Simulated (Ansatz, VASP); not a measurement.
# Two plane-wave programs on PbO2

```xyz
6
Lattice="-2.1501 2.1501 5.4546 2.1501 -2.1501 5.4546 2.1501 2.1501 -5.4546" Properties=species:S:1:pos:R:3 pbc="T T T"
Pb    2.1501    0.0000    2.7273
Pb    0.0000    0.0000    5.4546
O     2.1501    0.0000    0.5342
O     2.1501    0.0000    4.9204
O     0.0000    0.0000    7.6477
O     0.0000    0.0000    3.2615
```

Alike in both runs: functional PBE; k mesh 12 × 12 × 12; occupations gaussian, width 0.1 eV; no spin polarisation.

Ansatz relaxed the structure, and its values are those at the end. VASP's run is a single point on that final structure, the one shown.

|  | VASP | Ansatz |
| --- | --- | --- |
| version | VASP 6.6.1 | Ansatz 0.2.0 |
| potentials or method | VASP PAW PBE potentials, release 64 (Pb_d, O), cutoff 520 eV | scalar-relativistic, plane waves, PAW |
| valence electrons in the cell | 52 | 52 |

Ansatz gave:

| Quantity | Value |
| --- | --- |
| gap on the k mesh at the Fermi level (eV) | none |
| pressure (GPa) | 0.0 |
| rms of the force components (eV/Å) | 0.001 |

Problem. Estimate VASP's values.

Solution. gap on the k mesh at the Fermi level (eV): none; pressure (GPa): 0.2; rms of the force components (eV/Å): 0.010.

A gap of «none» marks a metal or a gap that the smearing closes.

Spin-orbit coupling is off throughout.
